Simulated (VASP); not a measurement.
# MgO (P6_3mc) in VASP: further runs

MgO is run at these levels: PBE; tasks: single point.

Everything below comes from runs of VASP 6.6.1. Logs are shortened: lines on timing, memory, paths and dates and some standing lists are left out, and cuts for length are marked.

## (1) The cell of the first run

It takes space group P6_3mc (No. 186, hexagonal). The conventional cell has a = 3.281 Å, b = 3.281 Å, c = 9.953 Å, α = 90.00°, β = 90.00°, γ = 120.00°. Within 2.5 Å of Mg (site symmetry 3m) lie 4 O at 1.89 to 1.99 Å. Mg (site symmetry 3m) has 4 O at 1.90 to 1.98 Å within 2.5 Å. Within 2.5 Å of O (site symmetry 3m) lie 4 Mg at 1.89 to 1.98 Å. O (site symmetry 3m) has 4 Mg at 1.90 to 1.99 Å within 2.5 Å.

## (2) Single point, PBE

Input file INCAR:

```
SYSTEM = MgO
  PREC = Accurate
  ENCUT = 520
  EDIFF = 1E-7
  ISMEAR = 0
  SIGMA = 0.05
  LREAL = .False.
  LASPH = .True.
  NELM = 80
  ALGO = Normal
  ISIF = 2
  LWAVE = .False.
  LCHARG = .True.
  GGA = PE
  LELF = .True.
  LVHAR = .True.
  NBANDS = 26
```

Input file KPOINTS:

```
Automatic mesh
0
Gamma
  9 9 2
  0 0 0
```

Input file POSCAR:

```
MgO
1.0
    3.2805263433      0.0000000000      0.0000000000
   -1.6402631717      2.8410191511      0.0000000000
    0.0000000000      0.0000000000      9.9532000000
Mg O
4 4
Direct
    0.3333333333      0.6666666667      0.9694906392
    0.0000000000      0.0000000000      0.2208211786
    0.0000000000      0.0000000000      0.7208211786
    0.6666666667      0.3333333333      0.4694906392
    0.3333333333      0.6666666667      0.7800420079
    0.0000000000      0.0000000000      0.5296443544
    0.0000000000      0.0000000000      0.0296443544
    0.6666666667      0.3333333333      0.2800420079
```

Potentials or basis: VASP PAW PBE potentials, release 64 (Mg, O).

On the command line:

```sh
$ cat potpaw_PBE.64/Mg/POTCAR potpaw_PBE.64/O/POTCAR > POTCAR
$ mpirun -np 1 vasp_std > vasp.out
```

OUTCAR:

```text
SYSTEM = MgO
   PREC = Accurate
   ENCUT = 520
   EDIFF = 1E-7
   ISMEAR = 0
   LREAL = .False.
   LASPH = .True.
   NELM = 80
   ISIF = 2
   GGA = PE

 ion  position               nearest neighbor table
   1  0.333  0.667  0.969-   5 1.89   7 1.99   7 1.99   7 1.99   3 3.12   3 3.12   3 3.12   2 3.14
                             2 3.14   2 3.14
   2  0.000  0.000  0.221-   7 1.90   8 1.98   8 1.98   8 1.98   4 3.12   4 3.12   4 3.12   1 3.14
                             1 3.14   1 3.14
   3  0.000  0.000  0.721-   6 1.90   5 1.98   5 1.98   5 1.98   1 3.12   1 3.12   1 3.12   4 3.14
                             4 3.14   4 3.14
   4  0.667  0.333  0.469-   8 1.89   6 1.99   6 1.99   6 1.99   2 3.12   2 3.12   2 3.12   3 3.14
                             3 3.14   3 3.14
   5  0.333  0.667  0.780-   1 1.89   3 1.98   3 1.98   3 1.98
   6  0.000  0.000  0.530-   3 1.90   4 1.99   4 1.99   4 1.99
   7  0.000  0.000  0.030-   2 1.90   1 1.99   1 1.99   1 1.99
   8  0.667  0.333  0.280-   4 1.89   2 1.98   2 1.98   2 1.98

  LATTYP: Found a hexagonal cell.
 ALAT       =     3.2805263433
 C/A-ratio  =     3.0340253235

  Lattice vectors:

 A1 = (   3.2805263433,   0.0000000000,   0.0000000000)
 A2 = (  -1.6402631717,   2.8410191511,   0.0000000000)
 A3 = (   0.0000000000,   0.0000000000,   9.9532000000)

Analysis of symmetry for initial positions (statically):
=====================================================================
 Subroutine PRICEL returns:
 Original cell was already a primitive cell.

 Routine SETGRP: Setting up the symmetry group for a
 hexagonal supercell.

 Subroutine GETGRP returns: Found 12 space group operations
 (whereof  6 operations were pure point group operations)
 out of a pool of 24 trial point group operations.

The static configuration has the point symmetry C_3v.
 The point group associated with its full space group is C_6v.

Analysis of symmetry for dynamics (positions and initial velocities):
=====================================================================
 Subroutine PRICEL returns:
 Original cell was already a primitive cell.

 Routine SETGRP: Setting up the symmetry group for a
 hexagonal supercell.

 Subroutine GETGRP returns: Found 12 space group operations
 (whereof  6 operations were pure point group operations)
 out of a pool of 24 trial point group operations.

The dynamic configuration has the point symmetry C_3v.
 The point group associated with its full space group is C_6v.

 Subroutine INISYM returns: Found 12 space group operations
 (whereof  6 operations are pure point group operations),
 and found     1 'primitive' translations

----------------------------------------------------------------------------------------

                                     Primitive cell

  volume of cell :      92.7642

  direct lattice vectors                    reciprocal lattice vectors
     3.280526343  0.000000000  0.000000000     0.304829133  0.175993182  0.000000000
    -1.640263172  2.841019151  0.000000000     0.000000000  0.351986364  0.000000000
     0.000000000  0.000000000  9.953200000     0.000000000  0.000000000  0.100470201

  length of vectors
     3.280526343  3.280526343  9.953200000     0.351986364  0.351986364  0.100470201

  position of ions in fractional coordinates (direct lattice)
     0.333333333  0.666666667  0.969490639
     0.000000000  0.000000000  0.220821179
     0.000000000  0.000000000  0.720821179
     0.666666667  0.333333333  0.469490639
     0.333333333  0.666666667  0.780042008
     0.000000000  0.000000000  0.529644354
     0.000000000  0.000000000  0.029644354
     0.666666667  0.333333333  0.280042008

  ion indices of the primitive-cell ions
   primitive index   ion index
                 1           1
                 2           2
                 3           3
                 4           4
                 5           5
                 6           6
                 7           7
                 8           8

----------------------------------------------------------------------------------------

 KPOINTS: Automatic mesh

Automatic generation of k-mesh.
 Grid dimensions read from file:
 generate k-points for:    9    9    2

 Generating k-lattice:

  Cartesian coordinates                     Fractional coordinates (reciprocal lattice)
     0.033869904  0.019554798  0.000000000     0.111111111  0.000000000  0.000000000
     0.000000000  0.039109596  0.000000000     0.000000000  0.111111111  0.000000000
     0.000000000  0.000000000  0.050235100     0.000000000  0.000000000  0.500000000

  Length of vectors
     0.039109596  0.039109596  0.050235100

  Shift w.r.t. Gamma in fractional coordinates (k-lattice)
     0.000000000  0.000000000  0.000000000

 Subroutine IBZKPT returns following result:
 ===========================================

 Found     24 irreducible k-points:

 Following reciprocal coordinates:
            Coordinates               Weight
  0.000000  0.000000  0.000000      1.000000
  0.111111 -0.000000  0.000000      6.000000
  0.222222  0.000000  0.000000      6.000000
  0.333333  0.000000  0.000000      6.000000
  0.444444  0.000000  0.000000      6.000000
  0.111111  0.111111  0.000000      6.000000
[... 16 lines left out ...]
  0.333333  0.222222  0.500000     12.000000
  0.333333  0.333333  0.500000      2.000000
   k-points           NKPTS =     24   k-points in BZ     NKDIM =     24   number of bands    NBANDS=     26
   number of dos      NEDOS =    301   number of ions     NIONS =      8
   total plane-waves  NPLWV =  46080
   dimension x,y,z NGX =    24 NGY =   24 NGZ =   80
   dimension x,y,z NGXF=    48 NGYF=   48 NGZF=  160
   ions per type =               4   4
   NGX,Y,Z   is equivalent  to a cutoff of  12.16, 12.16, 13.36 a.u.
   NGXF,Y,Z  is equivalent  to a cutoff of  24.32, 24.32, 26.72 a.u.
 SYSTEM =  MgO
   PREC   = accura    normal or accurate (medium, high low for compatibility)
   ISTART =      0    job   : 0-new  1-cont  2-samecut
   ICHARG =      2    charge: 1-file 2-atom 10-const
   ISPIN  =      1    spin polarized calculation?
   LNONCOLLINEAR =      F non collinear calculations
   LSORBIT =      F    spin-orbit coupling
   LASPH  =      T    aspherical Exc in radial PAW
   ENCUT  =  520.0 eV  38.22 Ry    6.18 a.u.   6.10  6.10 18.51*2*pi/ulx,y,z
   NELM   =     80;   NELMIN=  2; NELMDL= -5     # of ELM steps
   EDIFF  = 0.1E-06   stopping-criterion for ELM
   LREAL  =      F    real-space projection
   EDIFFG = 0.1E-05   stopping-criterion for IOM
   NSW    =      0    number of steps for IOM
   IBRION =     -1    ionic relax: 0-MD 1-quasi-New 2-CG
   NFREE  =      0    steps in history (QN), initial steepest desc. (CG)
   ISIF   =      2    stress and relaxation
   ISYM   =      2    0-nonsym 1-usesym 2-fastsym
   POTIM  = 0.5000    time-step for ionic-motion
   TEBEG  =    0.0;   TEEND  =   0.0 temperature during run
   PSTRESS=    0.0 pullay stress
   NELECT =      32.0000    total number of electrons
   NUPDOWN=      -1.0000    fix difference up-down
   EMIN   =  10.00;   EMAX   =-10.00  energy-range for DOS
   EFERMI =   0.00;   METHOD = LEGACY
   ISMEAR =     0;   SIGMA  =   0.05  broadening in eV -4-tet -1-fermi 0-gaus
   EFERMI_NEDOS =   21; number of points for ismear=-14 and -15
   IALGO  =     38    algorithm
   IMIX   =      4    mixing-type and parameters
     AMIX     =   0.40;   BMIX     =  1.00
     AMIX_MAG =   1.60;   BMIX_MAG =  1.00
  volume/ion in A,a.u.               =      11.60        78.25
  Fermi-wavevector in a.u.,A,eV,Ry     =   1.148148  2.169686 17.935808  1.318245
  Thomas-Fermi vector in A             =   2.284825
   LORBIT       =      0    0 simple, 1 ext, 2 COOP (PROOUT), +10 PAW based schemes
   GGA     = PE    functional components
   LHFCALC =     F    Hartree Fock is set to
   AEXX    =    0.0000 exact exchange contribution
   IVDW    =     0    specifies the selected vdW correction
   LEPSILON=     F    determine dielectric tensor
   LRPA    =     F    only Hartree local field effects (RPA)
 non-spin polarized calculation
 Gauss-broadening in eV      SIGMA  =   0.05
  energy-cutoff  :      520.00
  volume of cell :       92.76
 maximum number of plane-waves:      2526
   NGX = 13   NGY = 13   NGZ = 37

 number of electron      32.0000021 magnetization

 Free energy of the ion-electron system (eV)
  ---------------------------------------------------
  ext. energy  EPLUGINS =         0.00000000
  ---------------------------------------------------
  free energy    TOTEN  =       -46.67138651 eV

  energy without entropy =      -46.67138651  energy(sigma->0) =      -46.67138651

 E-fermi :   1.3710     XC(G=0):  -9.8206

 val. band max:        1.1128589629   @ k =   0.0000   0.0000   0.0000
 cond. band min:       4.7335741953   @ k =   0.0000   0.0000   0.0000
 fundamental gap:      3.6207152324
 Fermi energy:         1.3709894543

 k-point     1 :       0.0000    0.0000    0.0000
  band No.  band energies     occupation
      1     -15.0681      2.00000
      2     -14.6919      2.00000
      3     -14.6542      2.00000
      4     -14.2433      2.00000
      5      -2.0515      2.00000
      6      -0.8737      2.00000
[... 18 lines left out ...]
     25      15.1469      0.00000
     26      15.9747      0.00000

 k-point     2 :       0.1111   -0.0000    0.0000
  band No.  band energies     occupation
      1     -15.0048      2.00000
      2     -14.6469      2.00000
      3     -14.6091      2.00000
      4     -14.2220      2.00000
      5      -1.9296      2.00000
      6      -0.9555      2.00000
[... 18 lines left out ...]
     25      15.3642      0.00000
[... 608 lines left out ...]
     25      14.4091      0.00000
     26      14.4091      0.00000

 k-point    24 :       0.3333    0.3333    0.5000
  band No.  band energies     occupation
      1     -14.2436      2.00000
      2     -14.2436      2.00000
      3     -14.2038      2.00000
      4     -14.2038      2.00000
      5      -1.4930      2.00000
      6      -1.4930      2.00000
[... 18 lines left out ...]
     25      14.4144      0.00000
     26      14.4282      0.00000

------------------------ aborting loop because EDIFF is reached ----------------------------------------

  FORCE on cell =-STRESS in cart. coord.  units (eV):
  Direction    XX          YY          ZZ          XY          YZ          ZX
  --------------------------------------------------------------------------------------
  -------------------------------------------------------------------------------------
  Total        1.2169477      1.2169477      9.6683465     -0.0000000      0.0000000      0.0000000
  in kB       21.0185175     21.0185175    166.9868861     -0.0000000      0.0000000      0.0000000
  external PRESSURE =      69.6746404 kB  Pullay stress =       0.0000000 kB

 VOLUME and BASIS-vectors are now :
 -----------------------------------------------------------------------------
  energy-cutoff  :      520.00
  volume of cell :       92.76
      direct lattice vectors                 reciprocal lattice vectors
     3.280526343  0.000000000  0.000000000     0.304829133  0.175993182  0.000000000
    -1.640263172  2.841019151  0.000000000     0.000000000  0.351986364  0.000000000
     0.000000000  0.000000000  9.953200000     0.000000000  0.000000000  0.100470201

 POSITION                                       TOTAL-FORCE (eV/Angst)
 -----------------------------------------------------------------------------------
     -0.00000      1.89401      9.64953         0.000000      0.000000      0.719395
      0.00000      0.00000      2.19788         0.000000     -0.000000      0.735167
      0.00000      0.00000      7.17448        -0.000000      0.000000      0.735167
      1.64026      0.94701      4.67293         0.000000     -0.000000      0.719395
     -0.00000      1.89401      7.76391         0.000000     -0.000000     -0.757741
      0.00000      0.00000      5.27166         0.000000      0.000000     -0.696821
      0.00000      0.00000      0.29506         0.000000      0.000000     -0.696821
      1.64026      0.94701      2.78731        -0.000000      0.000000     -0.757741
 -----------------------------------------------------------------------------------
    total drift:                               -0.000000     -0.000000     -0.002849

  FREE ENERGIE OF THE ION-ELECTRON SYSTEM (eV)
  ---------------------------------------------------
  free  energy   TOTEN  =       -46.6713865098 eV

  energy  without entropy=      -46.6713865098  energy(sigma->0) =      -46.67138651
```

Run time: 30 s. Hardware: 1 thread of AMD EPYC 9R45 (Zen 5), shared host; peak memory 0.18 GiB.

What came out:

| Property | Result |
| --- | --- |
| Free energy | -46.6714 eV |
| Pressure | 7.0 GPa |
| Largest force | 0.758 eV/Å |
| Band gap on the k mesh | 3.62 eV, direct |

Forces on the atoms (eV/Å):
```
Mg   0.000  0.000  0.719
Mg   0.000  0.000  0.735
Mg   0.000  0.000  0.735
Mg   0.000  0.000  0.719
O    0.000  0.000 -0.758
O    0.000  0.000 -0.697
O    0.000  0.000 -0.697
O    0.000  0.000 -0.758
```

Levels at points of the mesh, in eV from the valence-band top:
| k point | band 13 | band 14 | band 15 | band 16 | band 17 | band 18 | band 19 | band 20 |
| --- | --- | --- | --- | --- | --- | --- | --- | --- |
| (0.00, 0.00, 0.00) | -0.41 | -0.27 | -0.27 | 0.00 | 3.62 | 5.96 | 6.13 | 8.66 |
| (0.00, 0.00, 0.50) | -0.32 | -0.32 | -0.32 | -0.32 | 4.47 | 4.47 | 7.62 | 7.62 |

PBE gaps usually lie below the measured ones, often by a third to a half.

(Part 1 of 2 ends here.)
